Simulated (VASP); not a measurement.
# Ru (Im-3m) in VASP: relaxation of cell and atoms with PBE

Aim: the relaxation of cell and atoms of Ru with PBE.

Everything below comes from runs of VASP 6.6.1. Logs are shortened: lines on timing, memory, paths and dates and some standing lists are left out, and cuts for length are marked.

### 1 The cell of the first run

The structure is cubic, space group Im-3m (No. 229). The conventional cell has a = 3.010 Å, b = 3.010 Å, c = 3.010 Å, α = 90.00°, β = 90.00°, γ = 90.00°. Ru (site symmetry m-3m) has 14 Ru at 2.61 to 3.01 Å within 3.4 Å.

This isn't the form of Ru at room conditions, which is hcp.

### 2 Relaxation of cell and atoms, PBE, target pressure 60 GPa, at which the enthalpy is minimised

Contents of INCAR:

```
SYSTEM = Ru
ALGO = Normal
EDIFF = 1E-7
EDIFFG = -0.02
ENCUT = 600
GGA = PE
IBRION = 2
ISIF = 3
ISMEAR = -1
LASPH = .True.
LCHARG = .False.
LREAL = .False.
LWAVE = .False.
NELM = 80
NSW = 80
PREC = Accurate
PSTRESS = 600.0
SIGMA = 0.1
```

Contents of KPOINTS:

```
k-points
0
Gamma
  22 22 22
  0 0 0
```

Contents of POSCAR:

```
Ru
1.0
    1.5050000000      1.5050000000      1.5050000000
   -1.5050000000      1.5050000000      1.5050000000
   -1.5050000000     -1.5050000000      1.5050000000
Ru
1
Direct
    0.0000000000      0.0000000000      0.0000000000
```

Potentials or basis: VASP PAW PBE potentials, release 64 (Ru_pv).

Command:

```
> cat potpaw_PBE.64/Ru_pv/POTCAR > POTCAR
> mpirun -np 1 vasp_std > vasp.out
```

OUTCAR:

```text
SYSTEM = Ru
   EDIFF = 1E-7
   EDIFFG = -0.02
   ENCUT = 600
   GGA = PE
   IBRION = 2
   ISIF = 3
   ISMEAR = -1
   LASPH = .True.
   LREAL = .False.
   NELM = 80
   NSW = 80
   PREC = Accurate
   PSTRESS = 600.0

 ion  position               nearest neighbor table
   1  0.000  0.000  0.000-

  LATTYP: Found a body centered cubic cell.
 ALAT       =     3.0100000000

  Lattice vectors:

 A1 = (   1.5050000000,  -1.5050000000,  -1.5050000000)
 A2 = (   1.5050000000,   1.5050000000,   1.5050000000)
 A3 = (  -1.5050000000,  -1.5050000000,   1.5050000000)

Analysis of symmetry for initial positions (statically):
=====================================================================
 Subroutine PRICEL returns:
 Original cell was already a primitive cell.

 Routine SETGRP: Setting up the symmetry group for a
 body centered cubic supercell.

 Subroutine GETGRP returns: Found 48 space group operations
 (whereof 48 operations were pure point group operations)
 out of a pool of 48 trial point group operations.

The static configuration has the point symmetry O_h .

Analysis of symmetry for dynamics (positions and initial velocities):
=====================================================================
 Subroutine PRICEL returns:
 Original cell was already a primitive cell.

 Routine SETGRP: Setting up the symmetry group for a
 body centered cubic supercell.

 Subroutine GETGRP returns: Found 48 space group operations
 (whereof 48 operations were pure point group operations)
 out of a pool of 48 trial point group operations.

The dynamic configuration has the point symmetry O_h .

 Subroutine INISYM returns: Found 48 space group operations
 (whereof 48 operations are pure point group operations),
 and found     1 'primitive' translations

----------------------------------------------------------------------------------------

                                     Primitive cell

  volume of cell :      13.6355

  direct lattice vectors                    reciprocal lattice vectors
     1.505000000  1.505000000  1.505000000     0.332225914  0.000000000  0.332225914
    -1.505000000  1.505000000  1.505000000    -0.332225914  0.332225914  0.000000000
    -1.505000000 -1.505000000  1.505000000     0.000000000 -0.332225914  0.332225914

  length of vectors
     2.606736465  2.606736465  2.606736465     0.469838393  0.469838393  0.469838393

  position of ions in fractional coordinates (direct lattice)
     0.000000000  0.000000000  0.000000000

  ion indices of the primitive-cell ions
   primitive index   ion index
                 1           1

----------------------------------------------------------------------------------------

 KPOINTS: k-points

Automatic generation of k-mesh.
 Grid dimensions read from file:
 generate k-points for:   22   22   22

 Generating k-lattice:

  Cartesian coordinates                     Fractional coordinates (reciprocal lattice)
     0.015101178  0.000000000  0.015101178     0.045454545  0.000000000  0.000000000
    -0.015101178  0.015101178  0.000000000     0.000000000  0.045454545  0.000000000
     0.000000000 -0.015101178  0.015101178     0.000000000  0.000000000  0.045454545

  Length of vectors
     0.021356291  0.021356291  0.021356291

  Shift w.r.t. Gamma in fractional coordinates (k-lattice)
     0.000000000  0.000000000  0.000000000

 Subroutine IBZKPT returns following result:
 ===========================================

 Found    328 irreducible k-points:

 Following reciprocal coordinates:
            Coordinates               Weight
  0.000000  0.000000  0.000000      1.000000
  0.045455  0.000000  0.000000     12.000000
  0.090909  0.000000  0.000000     12.000000
  0.136364  0.000000  0.000000     12.000000
  0.181818  0.000000  0.000000     12.000000
  0.227273  0.000000  0.000000     12.000000
[... 16 lines left out ...]
  0.181818  0.090909  0.000000     24.000000
  0.227273  0.090909  0.000000     48.000000
 [... further k-points ...]
   k-points           NKPTS =    328   k-points in BZ     NKDIM =    328   number of bands    NBANDS=     11
   number of dos      NEDOS =    301   number of ions     NIONS =      1
   total plane-waves  NPLWV =  13824
   dimension x,y,z NGX =    24 NGY =   24 NGZ =   24
   dimension x,y,z NGXF=    48 NGYF=   48 NGZF=   48
   ions per type =               1
   NGX,Y,Z   is equivalent  to a cutoff of  15.31, 15.31, 15.31 a.u.
   NGXF,Y,Z  is equivalent  to a cutoff of  30.61, 30.61, 30.61 a.u.
 SYSTEM =  Ru
   PREC   = accura    normal or accurate (medium, high low for compatibility)
   ISTART =      0    job   : 0-new  1-cont  2-samecut
   ICHARG =      2    charge: 1-file 2-atom 10-const
   ISPIN  =      1    spin polarized calculation?
   LNONCOLLINEAR =      F non collinear calculations
   LSORBIT =      F    spin-orbit coupling
   LASPH  =      T    aspherical Exc in radial PAW
   ENCUT  =  600.0 eV  44.10 Ry    6.64 a.u.   5.21  5.21  5.21*2*pi/ulx,y,z
   NELM   =     80;   NELMIN=  2; NELMDL= -5     # of ELM steps
   EDIFF  = 0.1E-06   stopping-criterion for ELM
   LREAL  =      F    real-space projection
   EDIFFG = -.2E-01   stopping-criterion for IOM
   NSW    =     80    number of steps for IOM
   IBRION =      2    ionic relax: 0-MD 1-quasi-New 2-CG
   NFREE  =      1    steps in history (QN), initial steepest desc. (CG)
   ISIF   =      3    stress and relaxation
   ISYM   =      2    0-nonsym 1-usesym 2-fastsym
   POTIM  = 0.5000    time-step for ionic-motion
   TEBEG  =    0.0;   TEEND  =   0.0 temperature during run
   PSTRESS=  600.0 pullay stress
   NELECT =      14.0000    total number of electrons
   NUPDOWN=      -1.0000    fix difference up-down
   EMIN   =  10.00;   EMAX   =-10.00  energy-range for DOS
   EFERMI =   0.00;   METHOD = LEGACY
   ISMEAR =    -1;   SIGMA  =   0.10  broadening in eV -4-tet -1-fermi 0-gaus
   EFERMI_NEDOS =   21; number of points for ismear=-14 and -15
   IALGO  =     38    algorithm
   IMIX   =      4    mixing-type and parameters
     AMIX     =   0.40;   BMIX     =  1.00
     AMIX_MAG =   1.60;   BMIX_MAG =  1.00
  volume/ion in A,a.u.               =      13.64        92.02
  Fermi-wavevector in a.u.,A,eV,Ry     =   1.651560  3.120996 37.111935  2.727650
  Thomas-Fermi vector in A             =   2.740319
   LORBIT       =      0    0 simple, 1 ext, 2 COOP (PROOUT), +10 PAW based schemes
   GGA     = PE    functional components
   LHFCALC =     F    Hartree Fock is set to
   AEXX    =    0.0000 exact exchange contribution
   IVDW    =     0    specifies the selected vdW correction
   LEPSILON=     F    determine dielectric tensor
   LRPA    =     F    only Hartree local field effects (RPA)
 conjugate gradient relaxation of ions
 non-spin polarized calculation
  energy-cutoff  :      600.00
  volume of cell :       13.64
 maximum number of plane-waves:       470
 NGX is ok and might be reduce to    24
   NGX = 11   NGY = 11   NGZ = 11

--------------------------------------- Ionic step        1  -------------------------------------------

 number of electron      13.9999998 magnetization

 Free energy of the ion-electron system (eV)
  ---------------------------------------------------
  ext. energy  EPLUGINS =         0.00000000
  ---------------------------------------------------
  free energy    TOTEN  =        -8.61553972 eV

  energy without entropy =       -8.55376091  energy(sigma->0) =       -8.58465032

------------------------ aborting loop because EDIFF is reached ----------------------------------------

  FORCE on cell =-STRESS in cart. coord.  units (eV):
  Direction    XX          YY          ZZ          XY          YZ          ZX
  --------------------------------------------------------------------------------------
  -------------------------------------------------------------------------------------
  Total        1.1611508      1.1611508      1.1611508      0.0000000     -0.0000000      0.0000000
  in kB      136.4362363    136.4362363    136.4362363      0.0000000     -0.0000000      0.0000000
  external PRESSURE =    -463.5637637 kB  Pullay stress =     600.0000000 kB

 VOLUME and BASIS-vectors are now :
 -----------------------------------------------------------------------------
  energy-cutoff  :      600.00
  volume of cell :       13.64
      direct lattice vectors                 reciprocal lattice vectors
     1.505000000  1.505000000  1.505000000     0.332225914  0.000000000  0.332225914
    -1.505000000  1.505000000  1.505000000    -0.332225914  0.332225914  0.000000000
    -1.505000000 -1.505000000  1.505000000     0.000000000 -0.332225914  0.332225914
[... 118 lines left out ...]
  FREE ENERGIE OF THE ION-ELECTRON SYSTEM (eV)
  ---------------------------------------------------
  free  energy   TOTEN  =        -8.3710971786 eV

  energy  without entropy=       -8.3182586261  energy(sigma->0) =       -8.34467790

  enthalpy is  TOTEN    =        -3.7231532756 eV   P V=        4.6479439030

--------------------------------------- Ionic step        5  -------------------------------------------

 number of electron      13.9999998 magnetization

 Free energy of the ion-electron system (eV)
  ---------------------------------------------------
  ext. energy  EPLUGINS =         0.00000000
  ---------------------------------------------------
  free energy    TOTEN  =        -8.31841348 eV

  energy without entropy =       -8.26660761  energy(sigma->0) =       -8.29251054

 E-fermi :  14.9878     XC(G=0): -14.7485

 val. band max:       14.9835122488   @ k =   0.4091   0.3636   0.3636
 cond. band min:      14.9879310486   @ k =   0.0909   0.0455   0.0455
 fundamental gap:      0.0044187998
 Fermi energy:        14.9877646682

 k-point     1 :       0.0000    0.0000    0.0000
  band No.  band energies     occupation
      1     -27.6306      2.00000
      2     -27.6306      2.00000
      3     -27.6306      2.00000
      4       6.2012      2.00000
      5      11.5927      2.00000
      6      11.5927      2.00000
      7      11.5927      2.00000
      8      14.8321      1.65168
      9      14.8321      1.65168
     10      25.3643      0.00000
     11      32.1699      0.00000

 k-point     2 :       0.0455    0.0000    0.0000
  band No.  band energies     occupation
      1     -27.6632      2.00000
      2     -27.6406      2.00000
      3     -27.6307      2.00000
      4       6.3063      2.00000
      5      11.5402      2.00000
      6      11.5892      2.00000
      7      11.6866      2.00000
      8      14.7570      1.81905
      9      14.8346      1.64463
     10      25.3643      0.00000
     11      32.2396      0.00000
[... 295 lines left out ...]
 k-point    24 :       0.2273    0.0909    0.0000
  band No.  band energies     occupation
      1     -28.1586      2.00000
      2     -27.7696      2.00000
      3     -27.6719      2.00000
      4       7.8709      2.00000
      5      10.9208      2.00000
      6      11.1841      2.00000
      7      13.4660      2.00000
      8      14.0500      1.99983
      9      15.0531      0.68437
     10      25.3642      0.00000
     11      32.9274      0.00000

 [... further k-points ...]

------------------------ aborting loop because EDIFF is reached ----------------------------------------

  FORCE on cell =-STRESS in cart. coord.  units (eV):
  Direction    XX          YY          ZZ          XY          YZ          ZX
  --------------------------------------------------------------------------------------
  -------------------------------------------------------------------------------------
  Total        4.6011422      4.6011422      4.6011422      0.0000000      0.0000000      0.0000000
  in kB      601.1465876    601.1465876    601.1465876      0.0000000      0.0000000      0.0000000
  external PRESSURE =       1.1465876 kB  Pullay stress =     600.0000000 kB

 VOLUME and BASIS-vectors are now :
 -----------------------------------------------------------------------------
  energy-cutoff  :      600.00
  volume of cell :       12.26
      direct lattice vectors                 reciprocal lattice vectors
     1.452708973  1.452708973  1.452708973     0.344184561  0.000000000  0.344184561
    -1.452708973  1.452708973  1.452708973    -0.344184561  0.344184561  0.000000000
    -1.452708973 -1.452708973  1.452708973     0.000000000 -0.344184561  0.344184561

 POSITION                                       TOTAL-FORCE (eV/Angst)
 -----------------------------------------------------------------------------------
     -0.00000      0.00000      0.00000         0.000000      0.000000     -0.000000
 -----------------------------------------------------------------------------------
    total drift:                                0.000000      0.000000      0.000000

  FREE ENERGIE OF THE ION-ELECTRON SYSTEM (eV)
  ---------------------------------------------------
  free  energy   TOTEN  =        -8.3184134756 eV

  energy  without entropy=       -8.2666076127  energy(sigma->0) =       -8.29251054

  enthalpy is  TOTEN    =        -3.7260472248 eV   P V=        4.5923662508

 reached required accuracy - stopping structural energy minimisation
```

Wall time 4.8 min (1 thread of Intel Xeon 8259CL, shared host); peak memory 0.21 GiB.

Results:

- Free energy: -8.3184 eV
- Relaxed volume: 12.26 Å³/atom
- Relaxed cell: a = 2.516 Å, b = 2.516 Å, c = 2.516 Å, α = 70.53°, β = 109.47°, γ = 70.53°
- Space group after relaxing (to 0.1 Å): Im-3m (No. 229)
- Energy change on relaxing (the run minimises the enthalpy): +297.1 meV/atom
- Ionic steps: 5
- Pressure after relaxing: 60.1 GPa
- Band gap on the k mesh: zero (bands 7 and 8 overlap by 4.38 eV)

The path:
```csv
step,energy change (eV),largest force (eV/Å),pressure (GPa),volume (Å³)
1,0.0000,0.0000,13.64,13.64
2,10.5502,0.0000,894.07,7.24
3,0.1922,0.0000,47.02,12.58
4,0.2444,0.0000,53.73,12.41
5,0.2971,0.0000,60.11,12.26
```

Final structure:
```xyz
1
Lattice="1.4527 1.4527 1.4527 -1.4527 1.4527 1.4527 -1.4527 -1.4527 1.4527" Properties=species:S:1:pos:R:3 pbc="T T T"
Ru    0.0000    0.0000    0.0000
```

Caveat: the cell is relaxed towards a set pressure, so the run minimises the enthalpy, not the energy.
